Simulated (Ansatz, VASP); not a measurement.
## Two plane-wave programs on WSe2

File POSCAR:

```
WSe2
1.0
    3.4138568710      0.0000000000      0.0000000000
   -1.7069284355      2.9564867752      0.0000000000
    0.0000000000      0.0000000000     29.8000909728
W Se
3 6
Direct
    0.6666666667      0.3333333333      0.0000000000
    0.3333333333      0.6666666667      0.7699395294
    0.3333333333      0.6666666667      0.2300604706
    0.3333333333      0.6666666667      0.0557735259
    0.6666666667      0.3333333333      0.8257181867
    0.6666666667      0.3333333333      0.2857987534
    0.3333333333      0.6666666667      0.9442264741
    0.6666666667      0.3333333333      0.7142012466
    0.6666666667      0.3333333333      0.1742818133
```

The input INCAR.step1:

```
ALGO = Normal ; EDIFF = 1E-4
ENCUT = 520 ; GGA = PE
ISMEAR = 0 ; LASPH = True
LCHARG = False ; LREAL = False
LWAVE = True ; NBANDS = 49
NELM = 60 ; PREC = Accurate
SIGMA = 0.05
```

File INCAR.step2:

```
ALGO = Normal ; EDIFF = 1E-7
ENCUT = 520 ; ISIF = 2
ISMEAR = 0 ; ISTART = 1
LASPH = True ; LCHARG = False
LMIXTAU = True ; LREAL = False
LWAVE = False ; METAGGA = R2SCAN
NBANDS = 49 ; NELM = 60
PREC = Accurate ; SIGMA = 0.05
```

The input KPOINTS:

```
k-points
0
Gamma
  12 12 1
```

Input for Ansatz:

```yaml
crystal:
  lattice:
    - [3.413856871, 0.0, 0.0]
    - [-1.7069284355, 2.9564867752, 0.0]
    - [0.0, 0.0, 29.8000909728]
  atoms:
    - { symbol: W, position: [0.6666666667, 0.3333333333, 0.0] }
    - { symbol: W, position: [0.3333333333, 0.6666666667, 0.7699395294] }
    - { symbol: W, position: [0.3333333333, 0.6666666667, 0.2300604706] }
    - { symbol: Se, position: [0.3333333333, 0.6666666667, 0.0557735259] }
    - { symbol: Se, position: [0.6666666667, 0.3333333333, 0.8257181867] }
    - { symbol: Se, position: [0.6666666667, 0.3333333333, 0.2857987534] }
    - { symbol: Se, position: [0.3333333333, 0.6666666667, 0.9442264741] }
    - { symbol: Se, position: [0.6666666667, 0.3333333333, 0.7142012466] }
    - { symbol: Se, position: [0.6666666667, 0.3333333333, 0.1742818133] }
basis:
  ecutwfc: 500
kpoints:
  mp_grid: { grid: [12, 12, 1] }
hamiltonian:
  xc: r2scan
scf:
  occupations: { method: gaussian, width: 0.05 }
output:
  forces: true
  stress: true
  eigenvalues: true
```

Change from the starting cell: strain +0.030 along x and y, +0.000 along z, atoms carried along.

Alike in both runs: task single point; functional r2SCAN; k mesh 12 × 12 × 1; occupations gaussian, width 0.05 eV; no spin polarisation.

|  | VASP | Ansatz |
| --- | --- | --- |
| version | VASP 6.6.1 | Ansatz 0.2.0 |
| potentials or method | VASP PAW PBE potentials, release 64 (W_sv, Se), cutoff 520 eV | scalar-relativistic, plane waves, PAW |
| valence electrons in the cell | 78 | 138 |

VASP gave:

| Property | Result |
| --- | --- |
| gap on the k mesh at the Fermi level (eV) | 1.09 |
| least direct gap on the mesh (eV) | 1.33 |
| rms of the force components (eV/Å) | 0.255 |

Problem. Estimate Ansatz's values.

Solution. gap on the k mesh at the Fermi level (eV): 1.09; least direct gap on the mesh (eV): 1.33; rms of the force components (eV/Å): 0.271.

VASP's potentials were made for PBE, not for r2SCAN. Atom by atom the forces differ by 0.016 eV/Å (rms over components). The functional is the same, so the differences come from potentials, cutoffs and numerics. VASP's potentials hold 78 valence electrons a cell and Ansatz's 138, so a difference there can come from the potentials and not from the codes.

Spin-orbit coupling is off throughout.
